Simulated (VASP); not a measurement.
Here is a VASP 6.6.1 calculation.

File INCAR:

```
SYSTEM = ZnSe
PREC = Accurate
ENCUT = 600
EDIFF = 1E-7
ISMEAR = -1
SIGMA = 0.08
LREAL = .FALSE.
LASPH = .TRUE.
NELM = 100
ALGO = Normal
ISIF = 3
LWAVE = .FALSE.
LCHARG = .FALSE.
GGA = PE
IBRION = 2
NSW = 100
EDIFFG = -0.005
```

KPOINTS

```
regular mesh
0
G
  13 13 13
  0 0 0
```

File POSCAR:

```
ZnSe
1.0
    0.0000000000      2.4940015977      2.4940015977
    2.4940015977      0.0000000000      2.4940015977
    2.4940015977      2.4940015977      0.0000000000
Zn Se
1 1
Direct
    0.0000000000      0.0000000000      0.0000000000
    0.5000000000      0.5000000000      0.5000000000
```

Potentials or basis: VASP PAW PBE potentials, release 64 (Zn, Se).

Run with:

```console
$ cat potpaw_PBE.64/Zn/POTCAR potpaw_PBE.64/Se/POTCAR > POTCAR
$ mpirun -np 1 vasp_std > vasp.out
```

**Question.** Estimate the relaxed volume.

**Answer.** 19.39 Å³/atom.

**Question.** Estimate the band gap on the k mesh.

**Answer.** Zero (band 9 reaches 3.09 eV, above the bottom of band 10 at 2.14 eV).

**Question.** What does it give for the relaxed cell?

**Answer.** a = 3.799 Å, b = 3.799 Å, c = 3.799 Å, α = 60.00°, β = 60.00°, γ = 60.00°.

**Question.** What does it give for the space group after relaxing (to 0.05 Å)?

**Answer.** Fm-3m (No. 225).

Final structure:
```
Zn Se
1.0
     0.00000    2.68646    2.68646
     2.68646    0.00000    2.68646
     2.68646    2.68646    0.00000
Zn Se
1 1
Direct
  0.00000 0.00000 0.00000
  0.50000 0.50000 0.50000
```

Caveat: the volume moved by over 15 % at a fixed basis, so the end points are rough.
